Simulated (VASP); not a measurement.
A run of VASP 6.6.1 is set up as follows.

Contents of INCAR:

```
SYSTEM = SiC
PREC = Accurate ; ENCUT = 600
EDIFF = 1E-6 ; ISMEAR = 0
SIGMA = 0.1 ; LREAL = .FALSE.
LASPH = .TRUE. ; NELM = 80
ALGO = Normal ; ISIF = 3
LWAVE = .FALSE. ; LCHARG = .FALSE.
GGA = PS ; IBRION = 2
NSW = 100 ; EDIFFG = -0.05
```

Contents of KPOINTS:

```
regular mesh
0
G
  6 6 4
  0 0 0
```

The input POSCAR:

```
SiC
1.0
    3.0759982064      0.0000000000      0.0000000000
   -1.5379991032      2.6638925888      0.0000000000
    0.0000000000      0.0000000000      5.0480000000
Si C
2 2
Direct
    0.3333333333      0.6666666667      0.0000000000
    0.6666666667      0.3333333333      0.5000000000
    0.3333333333      0.6666666667      0.3850000000
    0.6666666667      0.3333333333      0.8850000000
```

Potentials or basis: VASP PAW PBE potentials, release 64 (Si, C).

Launch:

```bash
$ cat potpaw_PBE.64/Si/POTCAR potpaw_PBE.64/C/POTCAR > POTCAR
$ mpirun -np 1 vasp_std > vasp.out
```

**Question.** Estimate the relaxed volume.

**Answer.** 10.34 Å³/atom.

**Question.** Predict the band gap on the k mesh.

**Answer.** 2.10 eV, indirect (least direct gap 3.85 eV).

**Question.** Estimate the relaxed cell.

**Answer.** a = 3.075 Å, b = 3.075 Å, c = 5.049 Å, α = 90.00°, β = 90.00°, γ = 120.00°.

**Question.** What does it give for the space group after relaxing (to 0.05 Å)?

**Answer.** P6_3mc (No. 186).

Final structure:
```
CELL_PARAMETERS angstrom
3.07531 0.00000 0.00000
-1.53766 2.66330 0.00000
0.00000 0.00000 5.04875
ATOMIC_POSITIONS crystal
Si 0.33333 0.66667 0.00466
Si 0.66667 0.33333 0.50466
C 0.33333 0.66667 0.38034
C 0.66667 0.33333 0.88034
```

Caveat: the PAW data sets were made with another functional, which shifts forces and pressure a little. A k mesh can miss the band edges.
